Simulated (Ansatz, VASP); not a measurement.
This is a calculation of Nb for VASP 6.6.1.

POSCAR

```
Nb
1.0
    0.0000000000      2.1150000000      2.1150000000
    2.1150000000      0.0000000000      2.1150000000
    2.1150000000      2.1150000000      0.0000000000
Nb
1
Direct
    0.0000000000      0.0000000000      0.0000000000
```

Contents of INCAR.step1:

```
SYSTEM = Nb
PREC = Accurate
ENCUT = 520
EDIFF = 1E-5
ISMEAR = -1
SIGMA = 0.05
LREAL = .False.
LASPH = .True.
NELM = 60
ALGO = Normal
ISIF = 2
LWAVE = .True.
GGA = PE
NBANDS = 12
```

INCAR.step2

```
SYSTEM = Nb
PREC = Accurate
ENCUT = 520
EDIFF = 1E-6
ISMEAR = -1
SIGMA = 0.05
LREAL = .False.
LASPH = .True.
NELM = 60
ALGO = Normal
ISIF = 2
LWAVE = .False.
LCHARG = .True.
GGA = B3
LHFCALC = .True.
AEXX = 0.2
AGGAX = 0.72
AGGAC = 0.81
ALDAC = 0.19
PRECFOCK = Normal
LELF = .True.
LVHAR = .True.
ISTART = 1
NBANDS = 12
```

Contents of KPOINTS:

```
Automatic mesh
0
Gamma
  6 6 6
  0 0 0
```

Potentials or basis: VASP PAW PBE potentials, release 64 (Nb_sv).

The run is started by

```bash
$ cat potpaw_PBE.64/Nb_sv/POTCAR > POTCAR
$ cp INCAR.step1 INCAR
$ mpirun -np 1 vasp_std > vasp.out
$ cp INCAR.step2 INCAR
$ mpirun -np 1 vasp_std > vasp.out
```

Question: Set up the same calculation for Ansatz 0.2.0. Potentials there: Ansatz PAW.

Answer: As run (the cutoff follows the program's own potentials):

The input input:

```
crystal:
  lattice:
    - [0.0, 2.115, 2.115]
    - [2.115, 0.0, 2.115]
    - [2.115, 2.115, 0.0]
  atoms:
    - { symbol: Nb, position: [0.0, 0.0, 0.0] }
hamiltonian:
  xc: b3lyp
  pseudopotentials: { kind: paw }
kpoints:
  mp_grid: { grid: [6, 6, 6] }
scf:
  occupations: { method: fermi_dirac, width: 0.05 }
output:
  forces: true
  stress: true
  eigenvalues: true
```

Both were run:

|  | VASP | Ansatz | Ansatz less VASP |
| --- | --- | --- | --- |
| gap on the k mesh at the Fermi level (eV) | none | none | - |
| pressure (GPa) | -0.1 | 0.3 | +0.44 |

VASP's potentials were made for PBE, not for B3LYP. A gap of «none» marks a metal or a gap that the smearing closes.

The k mesh is coarse, so the values compare programs but aren't converged.
